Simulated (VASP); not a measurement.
# AlRu (P4/mmm) in VASP: a series of runs, part 2 of 2

VASP 6.6.1. The steps go on from the part before.

## (3) Single point, PBE

This run uses another cell than the first one, of the same volume but with other edges.

Input file INCAR:

```
  ALGO = Fast
  EDIFF = 1E-7
  ENCUT = 520
  GGA = PE
  ISIF = 2
  ISMEAR = 0
  LASPH = T
  LCHARG = F
  LREAL = F
  LWAVE = F
  NBANDS = 16
  NELM = 60
  PREC = Accurate
  SIGMA = 0.15
```

Input file KPOINTS:

```
k-points
0
Gamma
  18 18 18
```

Input file POSCAR:

```
AlRu
1.0
    2.8980505923      0.0000000000      0.0000000000
    0.0000000000      2.8980505923      0.0000000000
    0.0000000000      0.0000000000      3.1878556515
Al Ru
1 1
Direct
    0.0000000000      0.0000000000      0.0000000000
    0.5000000000      0.5000000000      0.5000000000
```

Potentials or basis: VASP PAW PBE potentials, release 64 (Al, Ru_pv).

The run is started by

```sh
cat potpaw_PBE.64/Al/POTCAR potpaw_PBE.64/Ru_pv/POTCAR > POTCAR
mpirun -np 1 vasp_std > vasp.out
```

OUTCAR:

```text
EDIFF = 1E-7
   ENCUT = 520
   GGA = PE
   ISIF = 2
   ISMEAR = 0
   LASPH = T
   LREAL = F
   NELM = 60
   PREC = Accurate

 ion  position               nearest neighbor table
   1  0.000  0.000  0.000-   2 2.60   2 2.60   2 2.60   2 2.60   2 2.60   2 2.60   2 2.60   2 2.60

   2  0.500  0.500  0.500-   1 2.60   1 2.60   1 2.60   1 2.60   1 2.60   1 2.60   1 2.60   1 2.60

  LATTYP: Found a simple tetragonal cell.
 ALAT       =     2.8980505923
 C/A-ratio  =     1.1000000000

  Lattice vectors:

 A1 = (   2.8980505923,   0.0000000000,   0.0000000000)
 A2 = (   0.0000000000,   2.8980505923,   0.0000000000)
 A3 = (   0.0000000000,   0.0000000000,   3.1878556515)

Analysis of symmetry for initial positions (statically):
=====================================================================
 Subroutine PRICEL returns:
 Original cell was already a primitive cell.

 Routine SETGRP: Setting up the symmetry group for a
 simple tetragonal supercell.

 Subroutine GETGRP returns: Found 16 space group operations
 (whereof 16 operations were pure point group operations)
 out of a pool of 16 trial point group operations.

The static configuration has the point symmetry D_4h.

Analysis of symmetry for dynamics (positions and initial velocities):
=====================================================================
 Subroutine PRICEL returns:
 Original cell was already a primitive cell.

 Routine SETGRP: Setting up the symmetry group for a
 simple tetragonal supercell.

 Subroutine GETGRP returns: Found 16 space group operations
 (whereof 16 operations were pure point group operations)
 out of a pool of 16 trial point group operations.

The dynamic configuration has the point symmetry D_4h.

 Subroutine INISYM returns: Found 16 space group operations
 (whereof 16 operations are pure point group operations),
 and found     1 'primitive' translations

[... 108 lines left out ...]
   EFERMI =   0.00;   METHOD = LEGACY
   ISMEAR =     0;   SIGMA  =   0.15  broadening in eV -4-tet -1-fermi 0-gaus
   EFERMI_NEDOS =   21; number of points for ismear=-14 and -15
   IALGO  =     68    algorithm
   IMIX   =      4    mixing-type and parameters
     AMIX     =   0.40;   BMIX     =  1.00
     AMIX_MAG =   1.60;   BMIX_MAG =  1.00
  volume/ion in A,a.u.               =      13.39        90.34
  Fermi-wavevector in a.u.,A,eV,Ry     =   1.407087  2.659009 26.938090  1.979894
  Thomas-Fermi vector in A             =   2.529382
   LORBIT       =      0    0 simple, 1 ext, 2 COOP (PROOUT), +10 PAW based schemes
   GGA     = PE    functional components
   LHFCALC =     F    Hartree Fock is set to
   AEXX    =    0.0000 exact exchange contribution
   IVDW    =     0    specifies the selected vdW correction
   LEPSILON=     F    determine dielectric tensor
   LRPA    =     F    only Hartree local field effects (RPA)
 non-spin polarized calculation
 RMM-DIIS sequential band-by-band and
 Gauss-broadening in eV      SIGMA  =   0.15
  energy-cutoff  :      520.00
  volume of cell :       26.77
 maximum number of plane-waves:       739
 NGX is ok and might be reduce to    24

 number of electron      16.9999999 magnetization

 Free energy of the ion-electron system (eV)
  ---------------------------------------------------
  ext. energy  EPLUGINS =         0.00000000
  ---------------------------------------------------
  free energy    TOTEN  =       -14.18150841 eV

  energy without entropy =      -14.16413974  energy(sigma->0) =      -14.17282408

 E-fermi :  10.7724     XC(G=0): -12.5653

 val. band max:       10.7681731223   @ k =   0.5000   0.1111   0.0000
 cond. band min:      10.7767827241   @ k =   0.0556   0.0000   0.0000
 fundamental gap:      0.0086096018
 Fermi energy:        10.7724403650

 k-point     1 :       0.0000    0.0000    0.0000
  band No.  band energies     occupation
      1     -31.1082      2.00000
      2     -30.9912      2.00000
      3     -30.9912      2.00000
      4       1.0299      2.00000
      5       7.0919      2.00000
      6       7.1726      2.00000
[... 433 lines left out ...]
      3     -31.0055      2.00000
      4       3.3083      2.00000
      5       7.1928      2.00000
      6       7.9195      2.00000
[... 8 lines left out ...]
     15      24.9577      0.00000
     16      25.5293      0.00000

 [... further k-points ...]
[... 5 lines left out ...]
  --------------------------------------------------------------------------------------
  -------------------------------------------------------------------------------------
  Total        1.4498738      1.4498738     -1.1512472      0.0000000      0.0000000      0.0000000
  in kB       86.7621285     86.7621285    -68.8919658      0.0000000      0.0000000      0.0000000
  external PRESSURE =      34.8774304 kB  Pullay stress =       0.0000000 kB

 VOLUME and BASIS-vectors are now :
 -----------------------------------------------------------------------------
  energy-cutoff  :      520.00
  volume of cell :       26.77
      direct lattice vectors                 reciprocal lattice vectors
     2.898050592  0.000000000  0.000000000     0.345059539  0.000000000  0.000000000
     0.000000000  2.898050592  0.000000000     0.000000000  0.345059539  0.000000000
     0.000000000  0.000000000  3.187855652     0.000000000  0.000000000  0.313690490

 POSITION                                       TOTAL-FORCE (eV/Angst)
 -----------------------------------------------------------------------------------
      0.00000      0.00000      0.00000         0.000000      0.000000      0.000000
      1.44903      1.44903      1.59393         0.000000      0.000000      0.000000
 -----------------------------------------------------------------------------------
    total drift:                                0.000000     -0.000000     -0.000000

  FREE ENERGIE OF THE ION-ELECTRON SYSTEM (eV)
  ---------------------------------------------------
  free  energy   TOTEN  =       -14.1815084123 eV

  energy  without entropy=      -14.1641397403  energy(sigma->0) =      -14.17282408
```

stdout:

```text
POSCAR found type information on POSCAR AlRu
 POSCAR found :  2 types and       2 ions
 scaLAPACK will be used
 LDA part: xc-table for (Slater+PW92), standard interpolation
 POSCAR, INCAR and KPOINTS ok, starting setup
 FFT: planning ... GRIDC
 FFT: planning ... GRID_SOFT
 FFT: planning ... GRID
 WAVECAR not read
 entering main loop
WARNING in EDDRMM: call to ZHEGV failed, returncode =   6  3     15
WARNING in EDDRMM: call to ZHEGV failed, returncode =   8  4     16
WARNING in EDDRMM: call to ZHEGV failed, returncode =   8  4     14
WARNING in EDDRMM: call to ZHEGV failed, returncode =   6  3     14
```

It took 2.1 min on 1 thread of Intel Xeon 6975P-C, shared host; peak memory 0.33 GiB.

Results:

```yaml
Free_energy: -14.1815 eV
Pressure: 3.5 GPa
```

Stress tensor (GPa, compression positive):
```
 8.68  0.00  0.00
 0.00  8.68  0.00
 0.00  0.00 -6.89
```
